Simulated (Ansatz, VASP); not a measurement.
**One calculation of NaF, two programs**

```
Na F
1.0
     0.00000    2.52391    1.96865
     2.52391    0.00000    1.96865
     2.52391    2.52391    0.00000
Na F
1 1
Direct
  0.00000 0.00000 0.00000
  0.50000 0.50000 0.50000
```

Alike in both runs: task single point; functional PBEsol; k mesh 10 × 10 × 10; occupations gaussian, width 0.05 eV; no spin polarisation.

|  | VASP | Ansatz |
| --- | --- | --- |
| version | VASP 6.6.1 | Ansatz 0.2.0 |
| potentials or method | VASP PAW PBE potentials, release 64 (Na_pv, F), cutoff 520 eV | scalar-relativistic, plane waves, PAW |
| valence electrons in the cell | 14 | 16 |

```csv
,VASP,Ansatz,Ansatz less VASP
gap on the k mesh at the Fermi level (eV),5.94,5.98,+0.036
least direct gap on the mesh (eV),5.94,5.98,+0.036
pressure (GPa),9.1,8.8,-0.35
"traceless stress, the component that is largest in VASP (GPa)",25.32,24.18,-1.143
```

VASP's potentials were made for PBE, not for PBEsol. VASP's potentials hold 14 valence electrons a cell and Ansatz's 16, so a difference there can come from the potentials and not from the codes.
